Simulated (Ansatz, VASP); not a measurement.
# Two plane-wave programs on BaLiF3

Contents of INCAR:

```
ALGO = Normal
EDIFF = 1E-6
ENCUT = 520
GGA = CA
ISIF = 2
ISMEAR = 0
LASPH = T
LCHARG = F
LREAL = F
LWAVE = F
NBANDS = 25
NELM = 80
PREC = Accurate
SIGMA = 0.05
```

KPOINTS

```
k-points
0
Gamma
  6 6 6
```

The input POSCAR:

```
BaLiF3
1.0
    3.9287529154      0.0000000000      0.0000000000
    0.0000000000      3.9287529154      0.0000000000
    0.0000000000      0.0000000000      4.1082390892
Ba Li F
1 1 3
Direct
    0.0000000000      0.0000000000      0.0000000000
    0.5000000000      0.5000000000      0.5000000000
    0.0000000000      0.5000000000      0.5000000000
    0.5000000000      0.5000000000      0.0000000000
    0.5000000000      0.0000000000      0.5000000000
```

Input for Ansatz:

```yaml
crystal:
  lattice:
    - [3.9287529154, 0.0, 0.0]
    - [0.0, 3.9287529154, 0.0]
    - [0.0, 0.0, 4.1082390892]
  atoms:
    - { symbol: Ba, position: [0.0, 0.0, 0.0] }
    - { symbol: Li, position: [0.5, 0.5, 0.5] }
    - { symbol: F, position: [0.0, 0.5, 0.5] }
    - { symbol: F, position: [0.5, 0.5, 0.0] }
    - { symbol: F, position: [0.5, 0.0, 0.5] }
basis:
  ecutwfc: 420
kpoints:
  mp_grid: { grid: [6, 6, 6] }
hamiltonian:
  xc: lda
scf:
  occupations: { method: gaussian, width: 0.05 }
output:
  forces: true
  stress: true
  eigenvalues: true
```

Change from the starting cell: strain -0.015 along x and y, +0.030 along z, atoms carried along.

Alike in both runs: task single point; functional LDA; k mesh 6 × 6 × 6; occupations gaussian, width 0.05 eV; no spin polarisation.

|  | VASP | Ansatz |
| --- | --- | --- |
| version | VASP 6.6.1 | Ansatz 0.2.0 |
| potentials or method | VASP PAW LDA potentials, release 64 (Ba_sv, Li_sv, F), cutoff 520 eV | scalar-relativistic, plane waves, PAW |
| valence electrons in the cell | 34 | 34 |

|  | VASP | Ansatz | Ansatz less VASP |
| --- | --- | --- | --- |
| gap on the k mesh at the Fermi level (eV) | 6.19 | 6.31 | +0.113 |
| least direct gap on the mesh (eV) | 6.23 | 6.32 | +0.097 |

LDA's correlation is that of Perdew and Zunger in VASP and of Perdew and Wang (1992) in Ansatz.

Neither program's run includes spin-orbit coupling. Noted on VASP's run: the cutoff is under 1.25 times that of the potentials, so the pressure is a little rough.
